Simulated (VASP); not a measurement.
# SiNi3 (Pm-3m) in VASP: further runs

Runs on SiNi3. Level: PBE. Tasks: single point.

All numbers are computed with VASP 6.6.1; they aren't measurements. Logs are shortened: lines on timing, memory, paths and dates and some standing lists are left out, and cuts for length are marked.

## 1. The cell of the first run

Symmetry: Pm-3m, No. 221, cubic system. Conventional cell: a = 3.479 Å, b = 3.479 Å, c = 3.479 Å, α = 90.00°, β = 90.00°, γ = 90.00°. Within 3.2 Å of Si (site symmetry m-3m) lie 12 Ni at 2.46 Å. Within 3.2 Å of Ni (site symmetry 4/mmm) lie 4 Si at 2.46 Å and 8 Ni at 2.46 Å.

## 2. Single point, PBE, collinear spin, ferromagnetic start (volume scaled by 0.94, then relaxed in part)

Input file INCAR:

```
SYSTEM = SiNi3
ALGO     = Normal         ! electronic algorithm
EDIFF    = 1E-6           ! SCF threshold, eV
ENCUT    = 520            ! plane-wave cutoff, eV
GGA      = PE             ! functional
ISIF     = 2              ! what is computed and relaxed
ISMEAR   = -1             ! smearing method
ISPIN    = 2              ! spin polarisation
LASPH    = .True.         ! aspherical terms in the spheres
LCHARG   = .False.        ! write CHGCAR
LMAXMIX  = 4              ! l up to which the mixer works
LORBIT   = 11             ! projections on sites
LREAL    = .False.        ! projectors in reciprocal space
LWAVE    = .False.        ! write WAVECAR
MAGMOM   = 0 1.5 1.5 1.5  ! initial moments
NBANDS   = 29             ! bands
NELM     = 150            ! most SCF steps
PREC     = Accurate       ! precision mode
SIGMA    = 0.05           ! smearing width, eV
```

Input file KPOINTS:

```
k-points
0
Gamma
  13 13 13
  0 0 0
```

Input file POSCAR:

```
SiNi3
1.0
    3.4786082307      0.0000000000      0.0000000000
    0.0000000000      3.4786082307      0.0000000000
    0.0000000000      0.0000000000      3.4786082307
Si Ni
1 3
Direct
    0.0000000000      0.0000000000      0.0000000000
    0.0000000000      0.5000000000      0.5000000000
    0.5000000000      0.0000000000      0.5000000000
    0.5000000000      0.5000000000      0.0000000000
```

Potentials or basis: VASP PAW PBE potentials, release 64 (Si, Ni).

On the command line:

```sh
$ cat potpaw_PBE.64/Si/POTCAR potpaw_PBE.64/Ni/POTCAR > POTCAR
$ mpirun -np 1 vasp_std > vasp.out
```

OUTCAR:

```text
SYSTEM = SiNi3
   EDIFF = 1E-6
   ENCUT = 520
   GGA = PE
   ISIF = 2
   ISMEAR = -1
   ISPIN = 2
   LASPH = .True.
   LORBIT = 11
   LREAL = .False.
   NELM = 150
   PREC = Accurate

 ion  position               nearest neighbor table
   1  0.000  0.000  0.000-   2 2.46   3 2.46   4 2.46   2 2.46   3 2.46   2 2.46   4 2.46   2 2.46
                             3 2.46   4 2.46   3 2.46   4 2.46
   2  0.000  0.500  0.500-   1 2.46   3 2.46   4 2.46   1 2.46   4 2.46   1 2.46   3 2.46   1 2.46
                             3 2.46   4 2.46   4 2.46   3 2.46
   3  0.500  0.000  0.500-   1 2.46   2 2.46   4 2.46   1 2.46   4 2.46   2 2.46   4 2.46   4 2.46
                             1 2.46   2 2.46   1 2.46   2 2.46
   4  0.500  0.500  0.000-   1 2.46   2 2.46   3 2.46   2 2.46   3 2.46   1 2.46   3 2.46   3 2.46
                             1 2.46   2 2.46   2 2.46   1 2.46

  LATTYP: Found a simple cubic cell.
 ALAT       =     3.4786082307

  Lattice vectors:

 A1 = (   3.4786082307,   0.0000000000,   0.0000000000)
 A2 = (   0.0000000000,   3.4786082307,   0.0000000000)
 A3 = (   0.0000000000,   0.0000000000,   3.4786082307)

Analysis of symmetry for initial positions (statically):
=====================================================================
 Subroutine PRICEL returns:
 Original cell was already a primitive cell.

 Routine SETGRP: Setting up the symmetry group for a
 simple cubic supercell.

 Subroutine GETGRP returns: Found 48 space group operations
 (whereof 48 operations were pure point group operations)
 out of a pool of 48 trial point group operations.

The static configuration has the point symmetry O_h .

Analysis of symmetry for dynamics (positions and initial velocities):
=====================================================================
 Subroutine PRICEL returns:
 Original cell was already a primitive cell.

 Routine SETGRP: Setting up the symmetry group for a
 simple cubic supercell.

 Subroutine GETGRP returns: Found 48 space group operations
 (whereof 48 operations were pure point group operations)
 out of a pool of 48 trial point group operations.

The dynamic configuration has the point symmetry O_h .

Analysis of structural, dynamic, and magnetic symmetry:
=====================================================================
 Subroutine PRICEL returns:
 Original cell was already a primitive cell.

 Routine SETGRP: Setting up the symmetry group for a
 simple cubic supercell.

 Subroutine GETGRP returns: Found 48 space group operations
 (whereof 48 operations were pure point group operations)
 out of a pool of 48 trial point group operations.

The overall configuration has the point symmetry O_h .

 Subroutine INISYM returns: Found 48 space group operations
 (whereof 48 operations are pure point group operations),
 and found     1 'primitive' translations

----------------------------------------------------------------------------------------

                                     Primitive cell

  volume of cell :      42.0936

  direct lattice vectors                    reciprocal lattice vectors
     3.478608231  0.000000000  0.000000000     0.287471291  0.000000000  0.000000000
     0.000000000  3.478608231  0.000000000     0.000000000  0.287471291  0.000000000
     0.000000000  0.000000000  3.478608231     0.000000000  0.000000000  0.287471291

  length of vectors
     3.478608231  3.478608231  3.478608231     0.287471291  0.287471291  0.287471291

  position of ions in fractional coordinates (direct lattice)
     0.000000000  0.000000000  0.000000000
     0.000000000  0.500000000  0.500000000
     0.500000000  0.000000000  0.500000000
     0.500000000  0.500000000  0.000000000

  ion indices of the primitive-cell ions
   primitive index   ion index
                 1           1
                 2           2
                 3           3
                 4           4

----------------------------------------------------------------------------------------

 KPOINTS: k-points

Automatic generation of k-mesh.
 Grid dimensions read from file:
 generate k-points for:   13   13   13

 Generating k-lattice:

  Cartesian coordinates                     Fractional coordinates (reciprocal lattice)
     0.022113176  0.000000000  0.000000000     0.076923077  0.000000000  0.000000000
     0.000000000  0.022113176  0.000000000     0.000000000  0.076923077  0.000000000
     0.000000000  0.000000000  0.022113176     0.000000000  0.000000000  0.076923077

  Length of vectors
     0.022113176  0.022113176  0.022113176

  Shift w.r.t. Gamma in fractional coordinates (k-lattice)
     0.000000000  0.000000000  0.000000000

 Subroutine IBZKPT returns following result:
 ===========================================

 Found     84 irreducible k-points:

 Following reciprocal coordinates:
            Coordinates               Weight
  0.000000  0.000000  0.000000      1.000000
  0.076923  0.000000  0.000000      6.000000
  0.153846  0.000000  0.000000      6.000000
  0.230769  0.000000  0.000000      6.000000
  0.307692  0.000000  0.000000      6.000000
  0.384615  0.000000  0.000000      6.000000
[... 16 lines left out ...]
  0.307692  0.307692  0.000000     12.000000
  0.384615  0.307692  0.000000     24.000000
 [... further k-points ...]
   k-points           NKPTS =     84   k-points in BZ     NKDIM =     84   number of bands    NBANDS=     29
   number of dos      NEDOS =    301   number of ions     NIONS =      4
   total plane-waves  NPLWV =  21952
   dimension x,y,z NGX =    28 NGY =   28 NGZ =   28
   dimension x,y,z NGXF=    56 NGYF=   56 NGZF=   56
   ions per type =               1   3
   NGX,Y,Z   is equivalent  to a cutoff of  13.38, 13.38, 13.38 a.u.
   NGXF,Y,Z  is equivalent  to a cutoff of  26.76, 26.76, 26.76 a.u.
 SYSTEM =  SiNi3
   PREC   = accura    normal or accurate (medium, high low for compatibility)
   ISTART =      0    job   : 0-new  1-cont  2-samecut
   ICHARG =      2    charge: 1-file 2-atom 10-const
   ISPIN  =      2    spin polarized calculation?
   LNONCOLLINEAR =      F non collinear calculations
   LSORBIT =      F    spin-orbit coupling
   LASPH  =      T    aspherical Exc in radial PAW
   ENCUT  =  520.0 eV  38.22 Ry    6.18 a.u.   6.47  6.47  6.47*2*pi/ulx,y,z
   NELM   =    150;   NELMIN=  2; NELMDL= -5     # of ELM steps
   EDIFF  = 0.1E-05   stopping-criterion for ELM
   LREAL  =      F    real-space projection
   EDIFFG = 0.1E-04   stopping-criterion for IOM
   NSW    =      0    number of steps for IOM
   IBRION =     -1    ionic relax: 0-MD 1-quasi-New 2-CG
   NFREE  =      0    steps in history (QN), initial steepest desc. (CG)
   ISIF   =      2    stress and relaxation
   ISYM   =      2    0-nonsym 1-usesym 2-fastsym
   POTIM  = 0.5000    time-step for ionic-motion
   TEBEG  =    0.0;   TEEND  =   0.0 temperature during run
   PSTRESS=    0.0 pullay stress
   NELECT =      34.0000    total number of electrons
   NUPDOWN=      -1.0000    fix difference up-down
   EMIN   =  10.00;   EMAX   =-10.00  energy-range for DOS
   EFERMI =   0.00;   METHOD = LEGACY
   ISMEAR =    -1;   SIGMA  =   0.05  broadening in eV -4-tet -1-fermi 0-gaus
   EFERMI_NEDOS =   21; number of points for ismear=-14 and -15
   IALGO  =     38    algorithm
   IMIX   =      4    mixing-type and parameters
     AMIX     =   0.40;   BMIX     =  1.00
     AMIX_MAG =   1.60;   BMIX_MAG =  1.00
  volume/ion in A,a.u.               =      10.52        71.02
  Fermi-wavevector in a.u.,A,eV,Ry     =   1.524622  2.881118 31.626380  2.324473
  Thomas-Fermi vector in A             =   2.632904
   LORBIT       =     11    0 simple, 1 ext, 2 COOP (PROOUT), +10 PAW based schemes
   GGA     = PE    functional components
   LHFCALC =     F    Hartree Fock is set to
   AEXX    =    0.0000 exact exchange contribution
   IVDW    =     0    specifies the selected vdW correction
   LEPSILON=     F    determine dielectric tensor
   LRPA    =     F    only Hartree local field effects (RPA)
 spin polarized calculation
  energy-cutoff  :      520.00
  volume of cell :       42.09
 maximum number of plane-waves:      1149
 NGX is ok and might be reduce to    28
   NGX = 13   NGY = 13   NGZ = 13

 number of electron      33.9999973 magnetization      -0.0044125

 number of electron      33.9999973 magnetization       0.0014660

 Free energy of the ion-electron system (eV)
  ---------------------------------------------------
  ext. energy  EPLUGINS =         0.00000000
  ---------------------------------------------------
  free energy    TOTEN  =       -23.67269689 eV

  energy without entropy =      -23.65628732  energy(sigma->0) =      -23.66449211

 E-fermi :  11.0190     XC(G=0): -13.2285

 val. band max:       11.0116793651   @ k =   0.3846   0.3846   0.3846
 cond. band min:      11.0461043215   @ k =   0.0000   0.0000   0.0000
 fundamental gap:      0.0344249564
 Fermi energy:        11.0190256213

 spin component 1

 k-point     1 :       0.0000    0.0000    0.0000
  band No.  band energies     occupation
      1      -1.1012      1.00000
      2       5.9911      1.00000
      3       6.8209      1.00000
      4       6.8209      1.00000
      5       7.3556      1.00000
      6       7.3556      1.00000
[... 21 lines left out ...]
     28      25.1840      0.00000
     29      25.3029      0.00000

 k-point     2 :       0.0769    0.0000    0.0000
  band No.  band energies     occupation
      1      -1.0305      1.00000
      2       6.0088      1.00000
      3       6.7214      1.00000
      4       6.8715      1.00000
      5       7.3501      1.00000
      6       7.3501      1.00000
[... 696 lines left out ...]
 k-point    24 :       0.3846    0.3077    0.0000
  band No.  band energies     occupation
      1       1.4060      1.00000
      2       4.6385      1.00000
      3       5.5654      1.00000
      4       7.0059      1.00000
      5       7.3224      1.00000
      6       7.9265      1.00000
[... 21 lines left out ...]
     28      24.7147      0.00000
     29      25.5904      0.00000

 [... further k-points ...]

 spin component 2

 k-point     1 :       0.0000    0.0000    0.0000
  band No.  band energies     occupation
      1      -1.1014      1.00000
      2       5.9912      1.00000
      3       6.8211      1.00000
      4       6.8211      1.00000
      5       7.3562      1.00000
      6       7.3562      1.00000
[... 21 lines left out ...]
     28      25.2481      0.00000
     29      25.3029      0.00000

 k-point     2 :       0.0769    0.0000    0.0000
  band No.  band energies     occupation
      1      -1.0306      1.00000
      2       6.0089      1.00000
      3       6.7217      1.00000
      4       6.8718      1.00000
      5       7.3508      1.00000
      6       7.3508      1.00000
[... 696 lines left out ...]
 k-point    24 :       0.3846    0.3077    0.0000
  band No.  band energies     occupation
      1       1.4059      1.00000
      2       4.6384      1.00000
      3       5.5654      1.00000
      4       7.0062      1.00000
      5       7.3226      1.00000
      6       7.9271      1.00000
[... 21 lines left out ...]
     28      24.7148      0.00000
     29      25.5904      0.00000

 [... further k-points ...]
[... 5 lines left out ...]
  --------------------------------------------------------------------------------------
  -------------------------------------------------------------------------------------
  Total        1.4131882      1.4131882      1.4131882     -0.0000000      0.0000000      0.0000000
  in kB       53.7890671     53.7890671     53.7890671     -0.0000000      0.0000000      0.0000000
  external PRESSURE =      53.7890671 kB  Pullay stress =       0.0000000 kB

 VOLUME and BASIS-vectors are now :
 -----------------------------------------------------------------------------
  energy-cutoff  :      520.00
  volume of cell :       42.09
      direct lattice vectors                 reciprocal lattice vectors
     3.478608231  0.000000000  0.000000000     0.287471291  0.000000000  0.000000000
     0.000000000  3.478608231  0.000000000     0.000000000  0.287471291  0.000000000
     0.000000000  0.000000000  3.478608231     0.000000000  0.000000000  0.287471291

 POSITION                                       TOTAL-FORCE (eV/Angst)
 -----------------------------------------------------------------------------------
      0.00000      0.00000      0.00000         0.000000      0.000000      0.000000
      0.00000      1.73930      1.73930         0.000000      0.000000      0.000000
      1.73930      0.00000      1.73930         0.000000      0.000000      0.000000
      1.73930      1.73930      0.00000         0.000000      0.000000      0.000000
 -----------------------------------------------------------------------------------
    total drift:                                0.000000      0.000000      0.000000

  FREE ENERGIE OF THE ION-ELECTRON SYSTEM (eV)
  ---------------------------------------------------
  free  energy   TOTEN  =       -23.6726968889 eV

  energy  without entropy=      -23.6562873230  energy(sigma->0) =      -23.66449211

 total charge

# of ion       s       p       d       tot
------------------------------------------
    1        0.730   0.836   0.000   1.566
    2        0.496   0.595   8.424   9.515
    3        0.496   0.595   8.424   9.515
    4        0.496   0.595   8.424   9.515
--------------------------------------------------
tot          2.217   2.621  25.272  30.110

 magnetization (x)

# of ion       s       p       d       tot
------------------------------------------
    1       -0.000  -0.000   0.000  -0.000
    2       -0.000  -0.000   0.000   0.000
    3       -0.000  -0.000   0.000   0.000
    4       -0.000  -0.000   0.000   0.000
--------------------------------------------------
tot         -0.000  -0.000   0.001   0.001
```

Run time: 1.8 min. Hardware: 1 thread of Intel Xeon 6975P-C (Granite Rapids), shared host; peak memory 0.27 GiB.

What came out:

```
Free energy                                           : -23.6727 eV
Pressure                                              : 5.4 GPa
Band gap on the k mesh                                : zero (filled and empty bands overlap)
Net moment                                            : 0.00 μB per cell
Valence electrons inside the program's atomic spheres : Si 1.57; Ni 9.52
```

Caveat: the starting moments collapsed, and a magnetic state may lie lower.

## 3. Single point, PBE, collinear spin, ferromagnetic start (volume scaled by 0.96, then relaxed in part)

Input file INCAR:

```
SYSTEM = SiNi3
ALGO = Normal ; EDIFF = 1E-7
ENCUT = 520 ; GGA = PE
ISIF = 2 ; ISMEAR = -1
ISPIN = 2 ; LASPH = .TRUE.
LCHARG = .FALSE. ; LMAXMIX = 4
LORBIT = 11 ; LREAL = .FALSE.
LWAVE = .FALSE. ; MAGMOM = 0 1.5 1.5 1.5
NBANDS = 29 ; NELM = 150
PREC = Accurate ; SIGMA = 0.05
```

Input file KPOINTS:

```
k-points
0
G
  13 13 13
  0 0 0
```

Input file POSCAR:

```
SiNi3
1.0
    3.5031062789      0.0000000000      0.0000000000
    0.0000000000      3.5031062789      0.0000000000
    0.0000000000      0.0000000000      3.5031062789
Si Ni
1 3
Direct
    0.0000000000      0.0000000000      0.0000000000
    0.0000000000      0.5000000000      0.5000000000
    0.5000000000      0.0000000000      0.5000000000
    0.5000000000      0.5000000000      0.0000000000
```

Potentials or basis: VASP PAW PBE potentials, release 64 (Si, Ni).

On the command line:

```sh
$ cat potpaw_PBE.64/Si/POTCAR potpaw_PBE.64/Ni/POTCAR > POTCAR
$ mpirun -np 1 vasp_std > vasp.out
```

Run time: 2.1 min. Hardware: 1 thread of Intel Xeon 6975P-C (Granite Rapids), shared host; peak memory 0.27 GiB.

It converged, with:

| Item | Value |
| --- | --- |
| Free energy | -23.6891 eV |
| Pressure | 0.6 GPa |
| Band gap on the k mesh | zero (filled and empty bands overlap) |
| Net moment | 0.00 μB per cell |
| Valence electrons inside the program's atomic spheres | Si 1.55; Ni 9.47 |

Levels at points of the mesh, in eV from the Fermi level:
Spin up:
```csv
k point,band 15,band 16,band 17,band 18,band 19,band 20
"(0.00, 0.00, 0.00)",-0.63,-0.31,0.02,0.02,0.02,4.84
```
Spin down:
```
           k point  band 15  band 16  band 17  band 18  band 19  band 20
(0.00, 0.00, 0.00)    -0.63    -0.31     0.02     0.02     0.02     4.84
```

Caveat: the starting moments collapsed, and a magnetic state may lie lower.

(Continued in part 2 of 2.)
